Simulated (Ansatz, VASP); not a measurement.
# Zn2C in VASP and in Ansatz

```xyz
3
Lattice="0.0000 2.5779 2.5779 2.5779 0.0000 2.5779 2.5779 2.5779 0.0000" Properties=species:S:1:pos:R:3 pbc="T T T"
C     0.0000    0.0000    0.0000
Zn    1.2890    1.2890    1.2890
Zn    3.8669    3.8669    3.8669
```

Alike in both runs: task single point; functional r2SCAN; k mesh 8 × 8 × 8; occupations fermi-dirac, width 0.02 eV; no spin polarisation.

|  | VASP | Ansatz |
| --- | --- | --- |
| version | VASP 6.6.1 | Ansatz 0.2.0 |
| potentials or method | VASP PAW PBE potentials, release 64 (C, Zn) | plane waves, PAW |
| plane-wave cutoff (eV) | 520 | 500 |
| valence electrons in the cell | 28 | 28 |

|  | VASP | Ansatz | Ansatz less VASP |
| --- | --- | --- | --- |
| pressure (GPa) | 0.7 | 0.0 | -0.69 |

VASP's potentials were made for PBE, not for r2SCAN. With one functional, cell and mesh, what is left measures potentials, basis and numerics.
